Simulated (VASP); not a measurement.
Runs of VASP 6.6.1 on TiNi. The structure is that of space group P4/mmm (No. 123), or close to it. The cells are those of the table. 

```csv
cell,gap on the mesh (eV),pressure (GPa)
"a = 2.574, b = 2.574, c = 4.044 Å, 2 atoms",none,-7.3
"a = 2.813, b = 2.813, c = 3.388 Å, 2 atoms",none,(a)
"a = 2.888, b = 2.888, c = 3.214 Å, 2 atoms",none,-4.4
"a = 2.650, b = 2.650, c = 3.816 Å, 2 atoms",none,-7.3
```

Alike in all rows: task single point; level PBEsol; potentials or basis VASP PAW PBE potentials, release 64 (Ti_sv, Ni); no spin polarisation; k mesh 20 × 20 × 14; cutoff (eV) 520; smearing gaussian 0.15 eV.

Fill in the values left out.

(a) -5.2.

Caveats: the PAW data sets were made with another functional, which shifts forces and pressure a little.

A gap of «none» marks levels without a gap at the run's occupations.
